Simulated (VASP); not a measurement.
Li2S, 3 atoms in the cell. The structure is cubic, space group Fm-3m (No. 225). Conventional cell: a = 5.670 Å, b = 5.670 Å, c = 5.670 Å, α = 90.00°, β = 90.00°, γ = 90.00°. Within 3.2 Å of Li (site symmetry -43m) lie 4 S at 2.46 Å and 6 Li at 2.84 Å. S (site symmetry m-3m) has 8 Li at 2.46 Å within 3.2 Å. 

* Program: VASP 6.6.1
* Task: single point
* Functional: PBE
* Potentials or basis: VASP PAW PBE potentials, release 64 (Li_sv, S)
* Cutoff: 750 eV
* k mesh: 4 × 4 × 4
* Occupations: methfessel-paxton, width 0.136057 eV
* Spin: no spin polarisation
* Dipole correction: no
* Further INCAR settings: ALGO = Normal; EDIFF = 1e-06; NBANDS = 13

Potentials or basis: VASP PAW PBE potentials, release 64 (Li_sv, S).

The run is started by

```console
$ cat potpaw_PBE.64/Li_sv/POTCAR potpaw_PBE.64/S/POTCAR > POTCAR
$ mpirun -np 1 vasp_std > vasp.out
```

Hardware: 1 thread of Intel(R) Xeon(R) Platinum 8375C CPU @ 2.90GHz (Ice Lake), with other jobs on the host.

Problem. Estimate the wall time of this run.

Solution. Run time: 11 s on 1 thread of Intel(R) Xeon(R) Platinum 8375C CPU @ 2.90GHz (Ice Lake), with other jobs on the host, peak memory 0.19 GiB. Counts: scf iterations 12, k points 8.
